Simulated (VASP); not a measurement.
**GaSb: single point with LDA**

GaSb:

```
Ga Sb
1.0
    -1.54736    2.59509    2.90435
     1.54736   -2.59509    2.90435
     1.54736    2.59509   -2.90435
Ga Sb
1 1
Direct
  0.00000 0.00000 0.00000
  0.50000 0.50000 0.00000
```

```yaml
Program: VASP 6.6.1
Task: single point
Functional: LDA
Potentials_or_basis: VASP PAW LDA potentials, release 64 (Ga_d, Sb)
Cutoff: 520 eV
k_mesh: 18 × 18 × 18
Occupations: gaussian, width 0.15 eV
Spin: no spin polarisation
Dipole_correction: no
Further_INCAR_settings: ALGO = Fast; EDIFF = 1e-06; NBANDS = 16
```

```
Pressure               : -2.8 GPa
Band gap on the k mesh : zero (bands 9 and 10 overlap by 5.23 eV)
```

Stress tensor (GPa, compression positive):
```
-0.99  0.00  0.00
 0.00 -2.30  0.00
 0.00  0.00 -5.00
```

Levels at points of the mesh, in eV from the Fermi level:
```
           k point  band 5  band 6  band 7  band 8  band 9  band 10  band 11  band 12  band 13  band 14
(0.00, 0.00, 0.00)  -14.88  -12.21   -3.12   -2.36   -1.53     3.44     5.25     5.72     8.12     8.16
(0.50, 0.00, 0.00)  -14.88  -10.73   -8.24   -0.30    1.29     2.35     2.93     4.77     6.92     8.72
(0.00, 0.50, 0.00)  -14.87   -8.20   -6.25   -1.86   -0.36    -0.30     1.05     2.68     3.49     8.89
(0.50, 0.50, 0.00)  -14.87   -8.09   -5.21   -3.20   -2.34    -1.73     3.25     4.26     6.79     7.79
(0.50, 0.50, 0.50)  -14.88   -9.70   -5.93   -5.26   -4.90     3.14     7.02     9.53    10.41    10.79
```

Run time: 15 min on 1 thread of Oxide Virtual Turin-like Processor, on a shared host, peak memory 0.67 GiB.

Caveat: spin-orbit coupling is left out, which moves the levels of the heavy elements.
